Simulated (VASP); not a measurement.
# ZrH6Pb2 (Fm-3m) in VASP: further runs

ZrH6Pb2 is run at these levels: PBE; tasks: single point, relaxation of cell and atoms.

All numbers are computed with VASP 6.6.1; they aren't measurements. Logs are shortened: lines on timing, memory, paths and dates and some standing lists are left out, and cuts for length are marked.

## (1) The cell of the first run

The structure is cubic, space group Fm-3m (No. 225). The conventional cell has a = 7.704 Å, b = 7.704 Å, c = 7.704 Å, α = 90.00°, β = 90.00°, γ = 90.00°. Zr (site symmetry m-3m) has 6 H at 1.99 Å within 2.6 Å. H (site symmetry 4mm) has 1 Zr at 1.99 Å and 8 H at 2.63 to 2.82 Å and 4 Pb at 2.72 Å within 2.9 Å. Pb (site symmetry -43m) has 12 H at 2.72 Å and 4 Zr at 3.34 Å within 3.6 Å.

The cell was built from a structure type or drawn by symmetry, and may not be a known phase.

## (2) Single point, PBE

The input, INCAR:

```
SYSTEM = ZrH6Pb2
  PREC = Accurate
  ENCUT = 520
  EDIFF = 1E-7
  ISMEAR = 0
  SIGMA = 0.1
  LREAL = .False.
  LASPH = .True.
  NELM = 100
  ALGO = Normal
  ISIF = 2
  LWAVE = .False.
  LCHARG = .False.
  GGA = PE
  NBANDS = 33
```

The input, KPOINTS:

```
Automatic mesh
0
Gamma
  8 8 8
  0 0 0
```

The input, POSCAR:

```
ZrH6Pb2
1.0
    0.0000000000      3.8522001126      3.8522001126
    3.8522001126      0.0000000000      3.8522001126
    3.8522001126      3.8522001126      0.0000000000
Zr H Pb
1 6 2
Direct
    0.0000000000      0.0000000000      0.0000000000
    0.7416118991      0.2583881009      0.2583881009
    0.2583881009      0.7416118991      0.2583881009
    0.2583881009      0.7416118991      0.7416118991
    0.7416118991      0.2583881009      0.7416118991
    0.2583881009      0.2583881009      0.7416118991
    0.7416118991      0.7416118991      0.2583881009
    0.2500000000      0.2500000000      0.2500000000
    0.7500000000      0.7500000000      0.7500000000
```

Potentials or basis: VASP PAW PBE potentials, release 64 (Zr_sv, H, Pb_d).

Launch:

```
> cat potpaw_PBE.64/Zr_sv/POTCAR potpaw_PBE.64/H/POTCAR potpaw_PBE.64/Pb_d/POTCAR > POTCAR
> mpirun -np 1 vasp_std > vasp.out
```

OUTCAR:

```text
SYSTEM = ZrH6Pb2
   PREC = Accurate
   ENCUT = 520
   EDIFF = 1E-7
   ISMEAR = 0
   LREAL = .False.
   LASPH = .True.
   NELM = 100
   ISIF = 2
   GGA = PE

 ion  position               nearest neighbor table
   1  0.000  0.000  0.000-   2 1.99   3 1.99   4 1.99   5 1.99   6 1.99   7 1.99   9 3.34   9 3.34
                             9 3.34   8 3.34   9 3.34   8 3.34   8 3.34   8 3.34
   2  0.742  0.258  0.258-   1 1.99
   3  0.258  0.742  0.258-   1 1.99
   4  0.258  0.742  0.742-   1 1.99
   5  0.742  0.258  0.742-   1 1.99
   6  0.258  0.258  0.742-   1 1.99
   7  0.742  0.742  0.258-   1 1.99
   8  0.250  0.250  0.250-   1 3.34   1 3.34   1 3.34   1 3.34   9 3.85   9 3.85   9 3.85   9 3.85
                             9 3.85   9 3.85
   9  0.750  0.750  0.750-   1 3.34   1 3.34   1 3.34   1 3.34   8 3.85   8 3.85   8 3.85   8 3.85
                             8 3.85   8 3.85

  LATTYP: Found a face centered cubic cell.
 ALAT       =     7.7044002252

  Lattice vectors:

 A1 = (   0.0000000000,   3.8522001126,   3.8522001126)
 A2 = (   3.8522001126,   0.0000000000,   3.8522001126)
 A3 = (   3.8522001126,   3.8522001126,   0.0000000000)

Analysis of symmetry for initial positions (statically):
=====================================================================
 Subroutine PRICEL returns:
 Original cell was already a primitive cell.

 Routine SETGRP: Setting up the symmetry group for a
 face centered cubic supercell.

 Subroutine GETGRP returns: Found 48 space group operations
 (whereof 48 operations were pure point group operations)
 out of a pool of 48 trial point group operations.

The static configuration has the point symmetry O_h .

Analysis of symmetry for dynamics (positions and initial velocities):
=====================================================================
 Subroutine PRICEL returns:
 Original cell was already a primitive cell.

 Routine SETGRP: Setting up the symmetry group for a
 face centered cubic supercell.

 Subroutine GETGRP returns: Found 48 space group operations
 (whereof 48 operations were pure point group operations)
 out of a pool of 48 trial point group operations.

The dynamic configuration has the point symmetry O_h .

 Subroutine INISYM returns: Found 48 space group operations
 (whereof 48 operations are pure point group operations),
 and found     1 'primitive' translations

----------------------------------------------------------------------------------------

                                     Primitive cell

[... 114 lines left out ...]
   PSTRESS=    0.0 pullay stress
   NELECT =      46.0000    total number of electrons
   NUPDOWN=      -1.0000    fix difference up-down
   EMIN   =  10.00;   EMAX   =-10.00  energy-range for DOS
   EFERMI =   0.00;   METHOD = LEGACY
   ISMEAR =     0;   SIGMA  =   0.10  broadening in eV -4-tet -1-fermi 0-gaus
   EFERMI_NEDOS =   21; number of points for ismear=-14 and -15
   IALGO  =     38    algorithm
   IMIX   =      4    mixing-type and parameters
     AMIX     =   0.40;   BMIX     =  1.00
     AMIX_MAG =   1.60;   BMIX_MAG =  1.00
  volume/ion in A,a.u.               =      12.70        85.73
  Fermi-wavevector in a.u.,A,eV,Ry     =   1.208580  2.283884 19.873550  1.460665
  Thomas-Fermi vector in A             =   2.344183
   LORBIT       =      0    0 simple, 1 ext, 2 COOP (PROOUT), +10 PAW based schemes
   GGA     = PE    functional components
   LHFCALC =     F    Hartree Fock is set to
   AEXX    =    0.0000 exact exchange contribution
   IVDW    =     0    specifies the selected vdW correction
   LEPSILON=     F    determine dielectric tensor
   LRPA    =     F    only Hartree local field effects (RPA)
 non-spin polarized calculation
 Gauss-broadening in eV      SIGMA  =   0.10
  energy-cutoff  :      520.00
  volume of cell :      114.33
 maximum number of plane-waves:      3119
 NGX is ok and might be reduce to    42
   NGX = 21   NGY = 21   NGZ = 21

 number of electron      45.9999996 magnetization

 Free energy of the ion-electron system (eV)
  ---------------------------------------------------
  ext. energy  EPLUGINS =         0.00000000
  ---------------------------------------------------
  free energy    TOTEN  =       -33.99938253 eV

  energy without entropy =      -33.98445781  energy(sigma->0) =      -33.99192017

 E-fermi :   5.0373     XC(G=0):  -9.8675

 val. band max:        4.9772238874   @ k =   0.2500   0.2500   0.0000
 cond. band min:       5.0619574589   @ k =  -0.3750   0.1250   0.0000
 fundamental gap:      0.0847335715
 Fermi energy:         5.0372759079

 k-point     1 :       0.0000    0.0000    0.0000
  band No.  band energies     occupation
      1     -43.5560      2.00000
      2     -21.6537      2.00000
      3     -21.6537      2.00000
      4     -21.6537      2.00000
      5     -11.8510      2.00000
      6     -11.8510      2.00000
[... 853 lines left out ...]
     32      10.3910      0.00000
     33      11.5049      0.00000

 [... further k-points ...]

------------------------ aborting loop because EDIFF is reached ----------------------------------------

  FORCE on cell =-STRESS in cart. coord.  units (eV):
  Direction    XX          YY          ZZ          XY          YZ          ZX
  --------------------------------------------------------------------------------------
  -------------------------------------------------------------------------------------
  Total       -0.0796532     -0.0796532     -0.0796532      0.0000000      0.0000000     -0.0000000
  in kB       -1.1162399     -1.1162399     -1.1162399      0.0000000      0.0000000     -0.0000000
  external PRESSURE =      -1.1162399 kB  Pullay stress =       0.0000000 kB

 VOLUME and BASIS-vectors are now :
 -----------------------------------------------------------------------------
  energy-cutoff  :      520.00
  volume of cell :      114.33
      direct lattice vectors                 reciprocal lattice vectors
     0.000000000  3.852200113  3.852200113    -0.129795957  0.129795957  0.129795957
     3.852200113  0.000000000  3.852200113     0.129795957 -0.129795957  0.129795957
     3.852200113  3.852200113  0.000000000     0.129795957  0.129795957 -0.129795957

 POSITION                                       TOTAL-FORCE (eV/Angst)
 -----------------------------------------------------------------------------------
      0.00000      0.00000      0.00000        -0.000000      0.000000     -0.000000
      1.99073      3.85220      3.85220         0.000759      0.000000     -0.000000
      3.85220      1.99073      3.85220        -0.000000      0.000759     -0.000000
      5.71367      3.85220      3.85220        -0.000759      0.000000     -0.000000
      3.85220      5.71367      3.85220        -0.000000     -0.000759     -0.000000
      3.85220      3.85220      1.99073        -0.000000      0.000000      0.000759
      3.85220      3.85220      5.71367        -0.000000      0.000000     -0.000759
      1.92610      1.92610      1.92610        -0.000000      0.000000     -0.000000
      5.77830      5.77830      5.77830        -0.000000      0.000000     -0.000000
 -----------------------------------------------------------------------------------
    total drift:                               -0.000000     -0.000000      0.000000

  FREE ENERGIE OF THE ION-ELECTRON SYSTEM (eV)
  ---------------------------------------------------
  free  energy   TOTEN  =       -33.9993825310 eV

  energy  without entropy=      -33.9844578106  energy(sigma->0) =      -33.99192017
```

OSZICAR:

```text
N       E                     dE             d eps       ncg     rms          rms(c)
DAV:   1     0.507509514795E+03    0.50751E+03   -0.21723E+04  1914   0.152E+03
DAV:   2     0.130340931506E+02   -0.49448E+03   -0.47242E+03  1994   0.423E+02
DAV:   3    -0.334124924027E+02   -0.46447E+02   -0.44827E+02  2482   0.156E+02
DAV:   4    -0.364203116477E+02   -0.30078E+01   -0.29918E+01  3268   0.340E+01
DAV:   5    -0.365128339545E+02   -0.92522E-01   -0.92430E-01  2660   0.476E+00    0.160E+01
DAV:   6    -0.342987241166E+02    0.22141E+01   -0.27356E+00  2396   0.105E+01    0.632E+00
DAV:   7    -0.339970039614E+02    0.30172E+00   -0.12246E+00  2888   0.527E+00    0.151E+00
DAV:   8    -0.339975212683E+02   -0.51731E-03   -0.10091E-01  2207   0.217E+00    0.730E-01
DAV:   9    -0.339993462921E+02   -0.18250E-02   -0.80121E-03  3018   0.789E-01    0.150E-01
DAV:  10    -0.339993545214E+02   -0.82293E-05   -0.79262E-04  2317   0.158E-01    0.313E-02
DAV:  11    -0.339993736598E+02   -0.19138E-04   -0.11631E-04  2521   0.842E-02    0.157E-02
DAV:  12    -0.339993817078E+02   -0.80479E-05   -0.49507E-05  2493   0.369E-02    0.160E-02
DAV:  13    -0.339993825441E+02   -0.83636E-06   -0.10294E-05  2094   0.236E-02    0.321E-03
DAV:  14    -0.339993825310E+02    0.13152E-07   -0.54956E-07  2391   0.553E-03
   1 F= -.33999383E+02 E0= -.33991920E+02  d E =-.149247E-01
```

Run time: 61 s. Hardware: 1 thread of Intel Xeon 6975P-C (Granite Rapids), shared host; peak memory 0.31 GiB.

What came out:

```
Free energy            : -33.9994 eV
Pressure               : -0.1 GPa
Band gap on the k mesh : zero (bands 23 and 24 overlap by 2.52 eV)
```

Caveat: spin-orbit coupling is left out, which moves the levels of the heavy elements.

## (3) Relaxation of cell and atoms, PBE

This run uses another cell than the first one, of 12.87 Å³/atom.

The input, INCAR:

```
PREC = Accurate
ENCUT = 600
EDIFF = 1E-6
ISMEAR = 0
SIGMA = 0.1
LREAL = F
LASPH = T
NELM = 100
ALGO = Fast
ISIF = 3
LWAVE = F
LCHARG = F
GGA = PE
IBRION = 2
NSW = 100
EDIFFG = -0.01
```

The input, KPOINTS:

```
Automatic mesh
0
Gamma
  8 8 8
```

The input, POSCAR:

```
ZrH6Pb2
1.0
    0.0000000000      3.8687660169      3.8687660169
    3.8687660169      0.0000000000      3.8687660169
    3.8687660169      3.8687660169      0.0000000000
Zr H Pb
1 6 2
Direct
    0.0000000000      0.0000000000      0.0000000000
    0.7431325568      0.2568674432      0.2568674432
    0.2568674432      0.7431325568      0.2568674432
    0.2568674432      0.7431325568      0.7431325568
    0.7431325568      0.2568674432      0.7431325568
    0.2568674432      0.2568674432      0.7431325568
    0.7431325568      0.7431325568      0.2568674432
    0.2500000000      0.2500000000      0.2500000000
    0.7500000000      0.7500000000      0.7500000000
```

Potentials or basis: VASP PAW PBE potentials, release 64 (Zr_sv, H, Pb_d).

Launch:

```
> cat potpaw_PBE.64/Zr_sv/POTCAR potpaw_PBE.64/H/POTCAR potpaw_PBE.64/Pb_d/POTCAR > POTCAR
> mpirun -np 1 vasp_std > vasp.out
```

OUTCAR:

```text
PREC = Accurate
   ENCUT = 600
   EDIFF = 1E-6
   ISMEAR = 0
   LREAL = F
   LASPH = T
   NELM = 100
   ISIF = 3
   GGA = PE
   IBRION = 2
   NSW = 100
   EDIFFG = -0.01

 ion  position               nearest neighbor table
   1  0.000  0.000  0.000-   2 1.99   3 1.99   4 1.99   5 1.99   6 1.99   7 1.99   9 3.35   9 3.35
                             9 3.35   8 3.35   8 3.35   8 3.35   9 3.35   8 3.35
   2  0.743  0.257  0.257-   1 1.99
   3  0.257  0.743  0.257-   1 1.99
   4  0.257  0.743  0.743-   1 1.99
   5  0.743  0.257  0.743-   1 1.99
   6  0.257  0.257  0.743-   1 1.99
   7  0.743  0.743  0.257-   1 1.99
   8  0.250  0.250  0.250-   1 3.35   1 3.35   1 3.35   1 3.35   9 3.87   9 3.87   9 3.87   9 3.87
                             9 3.87   9 3.87
   9  0.750  0.750  0.750-   1 3.35   1 3.35   1 3.35   1 3.35   8 3.87   8 3.87   8 3.87   8 3.87
                             8 3.87   8 3.87

  LATTYP: Found a face centered cubic cell.
 ALAT       =     7.7375320338

  Lattice vectors:

 A1 = (   0.0000000000,   3.8687660169,   3.8687660169)
 A2 = (   3.8687660169,   0.0000000000,   3.8687660169)
[... 198 lines left out ...]
  Direction    XX          YY          ZZ          XY          YZ          ZX
  --------------------------------------------------------------------------------------
  -------------------------------------------------------------------------------------
  Total       -0.2599859     -0.2599859     -0.2599859     -0.0000000     -0.0000000      0.0000000
  in kB       -3.5967726     -3.5967726     -3.5967726     -0.0000000     -0.0000000      0.0000000
  external PRESSURE =      -3.5967726 kB  Pullay stress =       0.0000000 kB
[... 245 lines left out ...]
--------------------------------------- Ionic step        7  -------------------------------------------

 number of electron      45.9999997 magnetization

 Free energy of the ion-electron system (eV)
  ---------------------------------------------------
  ext. energy  EPLUGINS =         0.00000000
  ---------------------------------------------------
  free energy    TOTEN  =       -34.00204892 eV

  energy without entropy =      -33.98712258  energy(sigma->0) =      -33.99458575

 E-fermi :   5.0362     XC(G=0):  -9.8672

 val. band max:        4.9760759284   @ k =   0.2500   0.2500   0.0000
 cond. band min:       5.0608573454   @ k =  -0.3750   0.1250   0.0000
 fundamental gap:      0.0847814170
 Fermi energy:         5.0361865240

 k-point     1 :       0.0000    0.0000    0.0000
  band No.  band energies     occupation
      1     -43.5587      2.00000
      2     -21.6564      2.00000
      3     -21.6564      2.00000
      4     -21.6564      2.00000
      5     -11.8516      2.00000
      6     -11.8516      2.00000
[... 733 lines left out ...]
     27       8.2125      0.00000
     28       9.0979      0.00000

 [... further k-points ...]

------------------------ aborting loop because EDIFF is reached ----------------------------------------

  FORCE on cell =-STRESS in cart. coord.  units (eV):
  Direction    XX          YY          ZZ          XY          YZ          ZX
  --------------------------------------------------------------------------------------
  -------------------------------------------------------------------------------------
  Total       -0.0065267     -0.0065267     -0.0065267     -0.0000000     -0.0000000     -0.0000000
  in kB       -0.0914590     -0.0914590     -0.0914590     -0.0000000     -0.0000000     -0.0000000
  external PRESSURE =      -0.0914590 kB  Pullay stress =       0.0000000 kB
[... 24 lines left out ...]
  FREE ENERGIE OF THE ION-ELECTRON SYSTEM (eV)
  ---------------------------------------------------
  free  energy   TOTEN  =       -34.0020489159 eV

  energy  without entropy=      -33.9871225780  energy(sigma->0) =      -33.99458575

 reached required accuracy - stopping structural energy minimisation
```

It took 7.5 min on 1 thread of Intel Xeon 6975P-C (Granite Rapids), shared host; peak memory 0.41 GiB.

What came out:

```yaml
Free_energy: -34.0020 eV
Relaxed_volume: 12.70 Å³/atom
Relaxed_cell: a = 5.448 Å, b = 5.448 Å, c = 5.448 Å, α = 60.00°, β = 60.00°, γ = 60.00°
Space_group_after_relaxing_to_0.1_Å: Fm-3m (No. 225)
Energy_gained_by_relaxing: 0.3 meV/atom
Ionic_steps: 7
Pressure_after_relaxing: 0.0 GPa
Band_gap_on_the_k_mesh: zero (bands 23 and 24 overlap by 2.52 eV)
```

The path:
```csv
step,energy change (eV),largest force (eV/Å),pressure (GPa),volume (Å³)
1,0.0000,0.0388,-0.36,115.81
2,-0.0012,0.0400,-0.13,115.33
3,-0.0018,0.0434,-0.02,114.94
4,-0.0021,0.0478,0.27,114.17
5,-0.0022,0.0474,0.15,114.41
6,-0.0029,0.0134,0.05,114.36
7,-0.0030,0.0012,-0.01,114.33
```

Final structure:
```
Zr H Pb
1.0
     0.00000    3.85227    3.85227
     3.85227    0.00000    3.85227
     3.85227    3.85227    0.00000
Zr H Pb
1 6 2
Direct
  0.00000 0.00000 0.00000
  0.74160 0.25840 0.25840
  0.25840 0.74160 0.25840
  0.25840 0.74160 0.74160
  0.74160 0.25840 0.74160
  0.25840 0.25840 0.74160
  0.74160 0.74160 0.25840
  0.25000 0.25000 0.25000
  0.75000 0.75000 0.75000
```

Caveat: spin-orbit coupling is left out, which moves the levels of the heavy elements.

## (4) Single point, PBE

This run uses another cell than the first one, of 13.14 Å³/atom.

The input, INCAR:

```
SYSTEM = ZrH6Pb2
PREC = Accurate ; ENCUT = 520
EDIFF = 1E-7 ; ISMEAR = 0
SIGMA = 0.1 ; LREAL = .FALSE.
LASPH = .TRUE. ; NELM = 100
ALGO = Normal ; ISIF = 2
LWAVE = .FALSE. ; LCHARG = .TRUE.
GGA = PE ; LELF = .TRUE.
LVHAR = .TRUE. ; NBANDS = 33
```

The input, KPOINTS:

```
Automatic mesh
0
G
  4 4 4
  0 0 0
```

The input, POSCAR:

```
ZrH6Pb2
1.0
    0.0000000000      3.8961886700      3.8961886700
    3.8961886700      0.0000000000      3.8961886700
    3.8961886700      3.8961886700      0.0000000000
Zr H Pb
1 6 2
Direct
    0.0000000000      0.0000000000      0.0000000000
    0.7632200000      0.2367800000      0.2367800000
    0.2367800000      0.7632200000      0.2367800000
    0.2367800000      0.7632200000      0.7632200000
    0.7632200000      0.2367800000      0.7632200000
    0.2367800000      0.2367800000      0.7632200000
    0.7632200000      0.7632200000      0.2367800000
    0.2500000000      0.2500000000      0.2500000000
    0.7500000000      0.7500000000      0.7500000000
```

Launch:

```
> cat potpaw_PBE.64/Zr_sv/POTCAR potpaw_PBE.64/H/POTCAR potpaw_PBE.64/Pb_d/POTCAR > POTCAR
> mpirun -np 1 vasp_std > vasp.out
```

Wall time 23 s (1 thread of Intel Xeon 6975P-C (Granite Rapids), shared host); peak memory 0.26 GiB.

Results (log left out):

| Quantity | Value |
| --- | --- |
| Free energy | -33.3407 eV |
| Pressure | 5.1 GPa |
| Largest force | 1.446 eV/Å |
| Band gap on the k mesh | zero (bands 23 and 24 overlap by 2.46 eV) |

Forces in eV/Å, atoms in the order of the input:
```
Zr   0.000  0.000  0.000
H    1.446  0.000  0.000
H    0.000  1.446  0.000
H   -1.446  0.000  0.000
H    0.000 -1.446  0.000
H    0.000  0.000  1.446
H    0.000  0.000 -1.446
Pb   0.000  0.000  0.000
Pb   0.000  0.000  0.000
```

Levels at points of the mesh, in eV from the Fermi level:
```tsv
k point	band 19	band 20	band 21	band 22	band 23	band 24	band 25	band 26	band 27	band 28
(0.00, 0.00, 0.00)	-1.94	-1.94	-1.94	-1.92	-1.92	-1.92	-1.25	1.95	1.95	1.95
(0.50, 0.00, 0.00)	-4.02	-2.92	-2.33	-2.33	-0.51	-0.51	2.17	2.17	2.23	4.21
(0.50, 0.50, 0.00)	-3.85	-3.85	-3.54	-0.42	0.49	0.49	2.34	3.22	3.22	3.22
```

Caveat: the cell stands under pressure; spin-orbit coupling is left out, which moves the levels of the heavy elements; forces of over 1 eV/Å act on the atoms, so gaps and moduli don't describe the material at rest.

## (5) Summary

```tsv
task	cell	k mesh	cutoff (eV)	gap on the mesh (eV)	pressure (GPa)
single point	a = 5.448 Å, angles 60.0°, 9 atoms, atomic positions A	8 × 8 × 8	520	none	-0.1
relaxation of cell and atoms	relaxed from a = 5.471 Å, angles 60.0°, 9 atoms, atomic positions A	8 × 8 × 8	600	none	0.0
single point	a = 5.510 Å, angles 60.0°, 9 atoms, atomic positions B	4 × 4 × 4	520	none	5.1
```

Alike in all rows: level PBE; potentials or basis VASP PAW PBE potentials, release 64 (Zr_sv, H, Pb_d); no spin polarisation; smearing gaussian 0.1 eV.

Caveats: spin-orbit coupling is left out, which moves the levels of the heavy elements; the cell stands under pressure (at least some runs); forces of over 1 eV/Å act on the atoms, so gaps and moduli don't describe the material at rest (at least some runs).

Total energies depend on the potentials used, so only differences within one code and one set of settings carry meaning.
